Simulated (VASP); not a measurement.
# Na (Im-3m) in VASP: a series of runs

Aim: see how the results for Na move with the level of theory and the settings. Levels: LDA, PBE. Tasks: single point.

Everything below comes from runs of VASP 6.6.1. Logs are shortened: lines on timing, memory, paths and dates and some standing lists are left out, and cuts for length are marked.

## 1. The cell of the first run

The structure is cubic, space group Im-3m (No. 229). The conventional cell has a = 4.053 Å, b = 4.053 Å, c = 4.053 Å, α = 90.00°, β = 90.00°, γ = 90.00°. Na (site symmetry m-3m) has 14 Na at 3.51 to 4.05 Å within 4.6 Å.

## 2. Single point, LDA

INCAR

```
SYSTEM = Na
PREC     = Accurate       ! precision mode
ENCUT    = 520            ! plane-wave cutoff, eV
EDIFF    = 1E-7           ! SCF threshold, eV
ISMEAR   = -1             ! smearing method
SIGMA    = 0.05           ! smearing width, eV
LREAL    = .False.        ! projectors in reciprocal space
LASPH    = .True.         ! aspherical terms in the spheres
NELM     = 100            ! most SCF steps
ALGO     = Normal         ! electronic algorithm
ISIF     = 2              ! what is computed and relaxed
LWAVE    = .False.        ! write WAVECAR
LCHARG   = .False.        ! write CHGCAR
GGA      = CA             ! functional
NBANDS   = 10             ! bands
```

KPOINTS

```
Automatic mesh
0
Gamma
  9 9 9
  0 0 0
```

POSCAR

```
Na
1.0
   -2.0266958902      2.0266958902      2.0266958902
    2.0266958902     -2.0266958902      2.0266958902
    2.0266958902      2.0266958902     -2.0266958902
Na
1
Direct
    0.0000000000      0.0000000000      0.0000000000
```

Potentials or basis: VASP PAW LDA potentials, release 64 (Na_pv).

Run with:

```bash
> cat potpaw_LDA.64/Na_pv/POTCAR > POTCAR
> mpirun -np 1 vasp_std > vasp.out
```

OUTCAR:

```text
SYSTEM = Na
   PREC = Accurate
   ENCUT = 520
   EDIFF = 1E-7
   ISMEAR = -1
   LREAL = .False.
   LASPH = .True.
   NELM = 100
   ISIF = 2
   GGA = CA

 ion  position               nearest neighbor table
   1  0.000  0.000  0.000-

  LATTYP: Found a body centered cubic cell.
 ALAT       =     4.0533917804

  Lattice vectors:

 A1 = (  -2.0266958902,   2.0266958902,   2.0266958902)
 A2 = (   2.0266958902,  -2.0266958902,   2.0266958902)
 A3 = (   2.0266958902,   2.0266958902,  -2.0266958902)

Analysis of symmetry for initial positions (statically):
=====================================================================
 Subroutine PRICEL returns:
 Original cell was already a primitive cell.

 Routine SETGRP: Setting up the symmetry group for a
 body centered cubic supercell.

 Subroutine GETGRP returns: Found 48 space group operations
[... 9 lines left out ...]

 Routine SETGRP: Setting up the symmetry group for a
 body centered cubic supercell.

 Subroutine GETGRP returns: Found 48 space group operations
[... 11 lines left out ...]
                                     Primitive cell

  volume of cell :      33.2986

  direct lattice vectors                    reciprocal lattice vectors
    -2.026695890  2.026695890  2.026695890     0.000000000  0.246706969  0.246706969
     2.026695890 -2.026695890  2.026695890     0.246706969  0.000000000  0.246706969
     2.026695890  2.026695890 -2.026695890     0.246706969  0.246706969  0.000000000

  length of vectors
     3.510340253  3.510340253  3.510340253     0.348896341  0.348896341  0.348896341

  position of ions in fractional coordinates (direct lattice)
     0.000000000  0.000000000  0.000000000

  ion indices of the primitive-cell ions
   primitive index   ion index
                 1           1

----------------------------------------------------------------------------------------

 KPOINTS: Automatic mesh

Automatic generation of k-mesh.
 Grid dimensions read from file:
 generate k-points for:    9    9    9

 Generating k-lattice:

  Cartesian coordinates                     Fractional coordinates (reciprocal lattice)
     0.000000000  0.027411885  0.027411885     0.111111111  0.000000000  0.000000000
     0.027411885  0.000000000  0.027411885     0.000000000  0.111111111  0.000000000
     0.027411885  0.027411885  0.000000000     0.000000000  0.000000000  0.111111111

  Length of vectors
     0.038766260  0.038766260  0.038766260

[... 48 lines left out ...]
   LNONCOLLINEAR =      F non collinear calculations
   LSORBIT =      F    spin-orbit coupling
   LASPH  =      T    aspherical Exc in radial PAW
   ENCUT  =  520.0 eV  38.22 Ry    6.18 a.u.   6.53  6.53  6.53*2*pi/ulx,y,z
   NELM   =    100;   NELMIN=  2; NELMDL= -5     # of ELM steps
   EDIFF  = 0.1E-06   stopping-criterion for ELM
   LREAL  =      F    real-space projection
   EDIFFG = 0.1E-05   stopping-criterion for IOM
   NSW    =      0    number of steps for IOM
   IBRION =     -1    ionic relax: 0-MD 1-quasi-New 2-CG
   NFREE  =      0    steps in history (QN), initial steepest desc. (CG)
   ISIF   =      2    stress and relaxation
   ISYM   =      2    0-nonsym 1-usesym 2-fastsym
   POTIM  = 0.5000    time-step for ionic-motion
   TEBEG  =    0.0;   TEEND  =   0.0 temperature during run
   PSTRESS=    0.0 pullay stress
   NELECT =       7.0000    total number of electrons
   NUPDOWN=      -1.0000    fix difference up-down
   EMIN   =  10.00;   EMAX   =-10.00  energy-range for DOS
   EFERMI =   0.00;   METHOD = LEGACY
   ISMEAR =    -1;   SIGMA  =   0.05  broadening in eV -4-tet -1-fermi 0-gaus
   EFERMI_NEDOS =   21; number of points for ismear=-14 and -15
   IALGO  =     38    algorithm
   IMIX   =      4    mixing-type and parameters
     AMIX     =   0.40;   BMIX     =  1.00
     AMIX_MAG =   1.60;   BMIX_MAG =  1.00
  volume/ion in A,a.u.               =      33.30       224.71
  Fermi-wavevector in a.u.,A,eV,Ry     =   0.973417  1.839491 12.892073  0.947541
  Thomas-Fermi vector in A             =   2.103795
   LORBIT       =      0    0 simple, 1 ext, 2 COOP (PROOUT), +10 PAW based schemes
   GGA     = CA    functional components
   LHFCALC =     F    Hartree Fock is set to
   AEXX    =    0.0000 exact exchange contribution
   IVDW    =     0    specifies the selected vdW correction
   LEPSILON=     F    determine dielectric tensor
   LRPA    =     F    only Hartree local field effects (RPA)
 non-spin polarized calculation
  energy-cutoff  :      520.00
  volume of cell :       33.30
 maximum number of plane-waves:       935
 NGX is ok and might be reduce to    28
   NGX = 13   NGY = 13   NGZ = 13

 number of electron       7.0000010 magnetization

 Free energy of the ion-electron system (eV)
  ---------------------------------------------------
  ext. energy  EPLUGINS =         0.00000000
  ---------------------------------------------------
  free energy    TOTEN  =        -1.46135027 eV

  energy without entropy =       -1.45835007  energy(sigma->0) =       -1.45985017

 E-fermi :   0.4567     XC(G=0):  -7.0363

 val. band max:        0.3566909169   @ k =  -0.3333   0.4444   0.1111
 cond. band min:       0.5685358449   @ k =   0.4444   0.0000   0.0000
 fundamental gap:      0.2118449280
 Fermi energy:         0.4566808284

 k-point     1 :       0.0000    0.0000    0.0000
  band No.  band energies     occupation
      1     -24.3881      2.00000
      2     -24.3881      2.00000
      3     -24.3881      2.00000
      4      -3.0404      2.00000
      5      12.8147      0.00000
      6      12.8147      0.00000
      7      12.8147      0.00000
      8      13.9894      0.00000
      9      13.9894      0.00000
     10      14.6978      0.00000
[... 287 lines left out ...]
 k-point    24 :      -0.4444   -0.4444    0.1111
  band No.  band energies     occupation
      1     -24.4358      2.00000
      2     -24.4135      2.00000
      3     -24.3964      2.00000
      4       1.8413      0.00000
      5       2.3828      0.00000
      6       6.0634      0.00000
      7       9.8831      0.00000
      8      11.7403      0.00000
      9      13.1619      0.00000
     10      14.2783      0.00000

 [... further k-points ...]
[... 5 lines left out ...]
  --------------------------------------------------------------------------------------
  -------------------------------------------------------------------------------------
  Total       -0.0066993     -0.0066993     -0.0066993      0.0000000      0.0000000      0.0000000
  in kB       -0.3223411     -0.3223411     -0.3223411      0.0000000      0.0000000      0.0000000
  external PRESSURE =      -0.3223411 kB  Pullay stress =       0.0000000 kB

 VOLUME and BASIS-vectors are now :
 -----------------------------------------------------------------------------
  energy-cutoff  :      520.00
  volume of cell :       33.30
      direct lattice vectors                 reciprocal lattice vectors
    -2.026695890  2.026695890  2.026695890     0.000000000  0.246706969  0.246706969
     2.026695890 -2.026695890  2.026695890     0.246706969  0.000000000  0.246706969
     2.026695890  2.026695890 -2.026695890     0.246706969  0.246706969  0.000000000

 POSITION                                       TOTAL-FORCE (eV/Angst)
 -----------------------------------------------------------------------------------
      0.00000      0.00000      0.00000         0.000000     -0.000000      0.000000
 -----------------------------------------------------------------------------------
    total drift:                               -0.000000     -0.000000     -0.000000

  FREE ENERGIE OF THE ION-ELECTRON SYSTEM (eV)
  ---------------------------------------------------
  free  energy   TOTEN  =        -1.4613502703 eV

  energy  without entropy=       -1.4583500688  energy(sigma->0) =       -1.45985017
```

stdout:

```text
POSCAR found type information on POSCAR Na
 POSCAR found :  1 types and       1 ions
 scaLAPACK will be used
 LDA part: xc-table for (Slater(with rela. corr.)+CA(PZ))
 , standard interpolation
 POSCAR, INCAR and KPOINTS ok, starting setup
 FFT: planning ... GRIDC
 FFT: planning ... GRID_SOFT
 FFT: planning ... GRID
 WAVECAR not read
 entering main loop
```

Run time: 12 s. Hardware: 1 thread of Intel Xeon 6975P-C, shared host; peak memory 0.13 GiB.

What came out:

| Property | Result |
| --- | --- |
| Free energy | -1.4614 eV |
| Pressure | 0.0 GPa |

Levels at points of the mesh, in eV from the Fermi level:
```csv
k point,band 1,band 2,band 3,band 4,band 5,band 6
"(0.00, 0.00, 0.00)",-24.84,-24.84,-24.84,-3.50,12.36,12.36
```

## 3. Single point, PBE

This run uses another cell than the first one, of 36.70 Å³/atom, 1.102 times its volume.

INCAR

```
SYSTEM = Na
PREC = Accurate
ENCUT = 520
EDIFF = 1E-7
ISMEAR = -1
SIGMA = 0.05
LREAL = .False.
LASPH = .True.
NELM = 80
ALGO = Fast
ISIF = 2
LWAVE = .False.
LCHARG = .False.
GGA = PE
NBANDS = 10
```

KPOINTS

```
regular mesh
0
Gamma
  9 9 9
  0 0 0
```

POSCAR

```
Na
1.0
   -2.0935213200      2.0935213200      2.0935213200
    2.0935213200     -2.0935213200      2.0935213200
    2.0935213200      2.0935213200     -2.0935213200
Na
1
Direct
    0.0000000000      0.0000000000      0.0000000000
```

Potentials or basis: VASP PAW PBE potentials, release 64 (Na_pv).

Run with:

```bash
> cat potpaw_PBE.64/Na_pv/POTCAR > POTCAR
> mpirun -np 1 vasp_std > vasp.out
```

Wall time 20 s (1 thread of Intel Xeon 6975P-C, shared host); peak memory 0.15 GiB.

It converged, with:

```
Free energy : -1.3178 eV
Pressure    : 0.0 GPa
```

Levels at points of the mesh, in eV from the Fermi level:
```
           k point  band 1  band 2  band 3  band 4  band 5  band 6  band 7  band 8
(0.00, 0.00, 0.00)  -24.88  -24.88  -24.88   -3.29   11.81   11.81   11.81   12.82
```
